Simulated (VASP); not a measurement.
NbH2, 3 atoms in the cell. It takes space group Fm-3m (No. 225, cubic). The conventional cell has a = 4.563 Å, b = 4.563 Å, c = 4.563 Å, α = 90.00°, β = 90.00°, γ = 90.00°. Nb (site symmetry m-3m) has 8 H at 1.98 Å within 2.6 Å. Within 2.6 Å of H (site symmetry -43m) lie 4 Nb at 1.98 Å and 6 H at 2.28 Å. 

```yaml
Program: VASP 6.6.1
Task: relaxation of cell and atoms
Functional: PBEsol
Potentials_or_basis: VASP PAW PBE potentials, release 64 (Nb_sv, H)
Cutoff: 600 eV
k_mesh: 16 × 16 × 16
Occupations: gaussian, width 0.1 eV
Spin: no spin polarisation
Dipole_correction: no
Further_INCAR_settings: ALGO = Normal; EDIFF = 1e-07; IBRION = 2; EDIFFG = -0.005; NSW = 100; ISIF = 3
```

Potentials or basis: VASP PAW PBE potentials, release 64 (Nb_sv, H).

Launch:

```sh
$ cat potpaw_PBE.64/Nb_sv/POTCAR potpaw_PBE.64/H/POTCAR > POTCAR
$ mpirun -np 1 vasp_std > vasp.out
```

Hardware: 1 thread of Intel(R) Xeon(R) 6975P-C (Granite Rapids), with other jobs on the host.

Q: Estimate the wall time of this run.

A: It took 60 s on 1 thread of Intel(R) Xeon(R) 6975P-C (Granite Rapids) (shared host), peak memory 0.21 GiB. Counts: scf iterations 31, k points 145, ion steps 3.
